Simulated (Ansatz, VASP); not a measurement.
## AlN in VASP and in Ansatz

```xyz
4
Lattice="3.1067 0.0000 0.0000 -1.5533 2.5484 0.0000 0.0000 0.0000 4.9786" Properties=species:S:1:pos:R:3 pbc="T T T"
Al    0.0000    1.6891    0.0079
Al    1.5533    0.8593    2.4972
N     0.0000    1.6687    1.8840
N     1.5533    0.8797    4.3733
```

Change from the starting cell: uniaxial_y strain -5.3%.

Alike in both runs: task single point; functional HSE06; k mesh 6 × 6 × 4; no spin polarisation.

|  | VASP | Ansatz |
| --- | --- | --- |
| version | VASP 6.6.1 | Ansatz 0.2.0 |
| potentials or method | VASP PAW PBE potentials, release 64 (Al, N) | plane waves, PAW |
| plane-wave cutoff (eV) | 520 | 420 |
| occupations | gaussian, width 0.01 eV | fixed |
| valence electrons in the cell | 16 | 16 |

VASP gave:

- gap on the k mesh at the Fermi level (eV): 6.02
- pressure (GPa): 12.0
- traceless stress, the component that is largest in VASP (GPa): 10.22
- rms of the force components (eV/Å): 0.003

Question: What did Ansatz give for the same quantities?

Answer: gap on the k mesh at the Fermi level (eV): 6.02; pressure (GPa): 12.1; traceless stress, the component that is largest in VASP (GPa): 10.17; rms of the force components (eV/Å): 0.004.

Atom by atom the forces differ by 0.002 eV/Å (rms over components). Ansatz's warnings: stress exchange threshold loose, stress scf threshold loose.
